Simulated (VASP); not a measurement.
A run of VASP 6.6.1 is set up as follows.

INCAR

```
SYSTEM = MoS2
PREC     = Accurate       ! precision mode
ENCUT    = 600            ! plane-wave cutoff, eV
EDIFF    = 1E-7           ! SCF threshold, eV
ISMEAR   = 0              ! smearing method
SIGMA    = 0.02           ! smearing width, eV
LREAL    = .False.        ! projectors in reciprocal space
LASPH    = .True.         ! aspherical terms in the spheres
NELM     = 100            ! most SCF steps
ALGO     = Normal         ! electronic algorithm
ISIF     = 3              ! what is computed and relaxed
LWAVE    = .False.        ! write WAVECAR
LCHARG   = .False.        ! write CHGCAR
GGA      = CA             ! functional
IBRION   = 2              ! ionic algorithm
NSW      = 70             ! ionic steps
EDIFFG   = -0.005         ! ionic threshold
```

The input KPOINTS:

```
Automatic mesh
0
Gamma
  12 12 4
  0 0 0
```

The input POSCAR:

```
MoS2
1.0
    3.1491697115      0.0000000000      0.0000000000
   -1.5745848558      2.7272609710      0.0000000000
    0.0000000000      0.0000000000     12.0898517008
Mo S
2 4
Direct
    0.3333333333      0.6666666667      0.2500000000
    0.6666666667      0.3333333333      0.7500000000
    0.3333333333      0.6666666667      0.6204901692
    0.6666666667      0.3333333333      0.1204901692
    0.3333333333      0.6666666667      0.8795098308
    0.6666666667      0.3333333333      0.3795098308
```

Potentials or basis: VASP PAW LDA potentials, release 64 (Mo_sv, S).

Command:

```bash
$ cat potpaw_LDA.64/Mo_sv/POTCAR potpaw_LDA.64/S/POTCAR > POTCAR
$ mpirun -np 1 vasp_std > vasp.out
```

Problem. Estimate the relaxed cell.

Solution. a = 3.124 Å, b = 3.124 Å, c = 12.080 Å, α = 90.00°, β = 90.00°, γ = 120.00°.

Problem. What does it give for the relaxed volume?

Solution. 17.01 Å³/atom.

Problem. Estimate the band gap on the k mesh.

Solution. 0.74 eV, indirect (least direct gap 1.76 eV).

Forces in eV/Å, atoms in the order of the input:
```
Mo   0.000  0.000  0.000
Mo   0.000  0.000  0.000
S    0.000  0.000 -0.004
S    0.000  0.000 -0.004
S    0.000  0.000  0.004
S    0.000  0.000  0.004
```

A k mesh can miss the band edges. Zero-point motion and thermal expansion aren't in these numbers.
